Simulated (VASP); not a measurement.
Pb8N, 9 atoms in the cell. The cell holds a slab with vacuum, 9 atoms: a = 6.904 Å, b = 6.904 Å, c = 18.059 Å, α = 90.00°, β = 90.00°, γ = 120.00°. 

* Program: VASP 6.6.1
* Task: single point
* Functional: LDA
* Potentials or basis: VASP PAW LDA potentials, release 64 (Pb_d, N)
* Cutoff: 520 eV
* k mesh: 6 × 6 × 1
* Occupations: gaussian, width 0.1 eV
* Spin: no spin polarisation
* Dipole correction: yes
* Further INCAR settings: ALGO = Normal; EDIFF = 1e-06; NBANDS = 68

Potentials or basis: VASP PAW LDA potentials, release 64 (Pb_d, N).

Launch:

```bash
$ cat potpaw_LDA.64/Pb_d/POTCAR potpaw_LDA.64/N/POTCAR > POTCAR
$ mpirun -np 1 vasp_std > vasp.out
```

Hardware: 1 thread of Intel Xeon 8259CL (shared host).

Problem. Estimate the wall time of this run.

Solution. It took 30 min on 1 thread of Intel Xeon 8259CL, with other jobs on the host, peak memory 0.72 GiB. Counts: scf iterations 27, k points 7.
